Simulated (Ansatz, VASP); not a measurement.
**Ir2Pt in VASP and in Ansatz**

```
CELL_PARAMETERS angstrom
0.00000 2.97867 2.97867
2.97867 0.00000 2.97867
2.97867 2.97867 0.00000
ATOMIC_POSITIONS crystal
Ir 0.25000 0.25000 0.25000
Ir 0.75000 0.75000 0.75000
Pt 0.00000 0.00000 0.00000
```

Change from the starting cell: species swapped into the Ga2Pt type (Fm-3m, No. 225).

Alike in both runs: task single point; functional PBE; k mesh 6 × 6 × 6; occupations gaussian, width 0.1 eV; collinear spin.

|  | VASP | Ansatz |
| --- | --- | --- |
| version | VASP 6.6.1 | Ansatz 0.2.0 |
| potentials or method | VASP PAW PBE potentials, release 64 (Ir, Pt), cutoff 500 eV | scalar-relativistic, plane waves, PAW |
| valence electrons in the cell | 28 | 52 |

VASP gave:

| Property | Result |
| --- | --- |
| gap on the k mesh at the Fermi level (eV) | none |
| pressure (GPa) | -0.2 |
| net moment per atom (μB) | 0.00 |

Which values does Ansatz return?

gap on the k mesh at the Fermi level (eV): none; pressure (GPa): 0.0; net moment per atom (μB): 0.00.

A gap of «none» marks a metal or a gap that the smearing closes. VASP's potentials hold 28 valence electrons a cell and Ansatz's 52, so a difference there can come from the potentials and not from the codes. Ansatz's warnings: seeded moment not kept.

Neither program's run includes spin-orbit coupling.
